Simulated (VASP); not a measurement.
Here is a VASP 6.6.1 calculation.

INCAR

```
SYSTEM = SnSe
ALGO = Normal
EDIFF = 1E-6
ENCUT = 500
GGA = PE
GGA_COMPAT = .FALSE.
ISIF = 2
ISMEAR = 1
LASPH = .TRUE.
LCHARG = .FALSE.
LREAL = .FALSE.
LWAVE = .FALSE.
NBANDS = 28
NELM = 120
PREC = Accurate
SIGMA = 0.2
```

KPOINTS

```
k-points
0
G
  4 4 4
  0 0 0
```

Contents of POSCAR:

```
SnSe
1.0
    4.2193393516      0.0000000000      0.0000000000
    0.0000000000      4.2193393516      0.0000000000
    0.0000000000      0.0000000000      5.9930255593
Sn Se
2 2
Direct
    0.5000000000      0.0000000000      0.2500915766
    0.0000000000      0.5000000000      0.7499084234
    0.5000000000      0.0000000000      0.7498972969
    0.0000000000      0.5000000000      0.2501027031
```

Potentials or basis: VASP PAW PBE potentials, release 64 (Sn_d, Se).

Command:

```sh
$ cat potpaw_PBE.64/Sn_d/POTCAR potpaw_PBE.64/Se/POTCAR > POTCAR
$ mpirun -np 1 vasp_std > vasp.out
```

(1) Predict the band gap on the k mesh.

(2) What does it give for the pressure?

Answers

(1) 0.68 eV.

(2) 1.6 GPa.

Caveat: semilocal functionals underestimate gaps, and a narrow one can read as zero; spin-orbit coupling is left out, which moves the levels of the heavy elements.
